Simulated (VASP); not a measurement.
A run of VASP 6.6.1:

Contents of INCAR:

```
PREC = Accurate ; ENCUT = 520
EDIFF = 1E-6 ; ISMEAR = 0
SIGMA = 0.15 ; LREAL = False
LASPH = True ; NELM = 80
ALGO = Fast ; ISIF = 2
LWAVE = False ; LCHARG = True
GGA = PE ; LELF = True
LVHAR = True ; NBANDS = 12
```

The input KPOINTS:

```
regular mesh
0
Gamma
  22 22 22
```

Contents of POSCAR:

```
Ti
1.0
   -1.5289742435      1.5289742435      1.6476226448
    1.5289742435     -1.5289742435      1.6476226448
    1.5289742435      1.5289742435     -1.6476226448
Ti
1
Direct
    0.0000000000      0.0000000000      0.0000000000
```

Potentials or basis: VASP PAW PBE potentials, release 64 (Ti_sv).

Run with:

```console
$ cat potpaw_PBE.64/Ti_sv/POTCAR > POTCAR
$ mpirun -np 1 vasp_std > vasp.out
```

Hardware: 1 thread of Intel(R) Xeon(R) 6975P-C (Granite Rapids) (shared host).

How long does it take, and how much memory?

It took 89 s on 1 thread of Intel(R) Xeon(R) 6975P-C (Granite Rapids) (shared host), peak memory 0.25 GiB. Counts: scf iterations 22, k points 834.
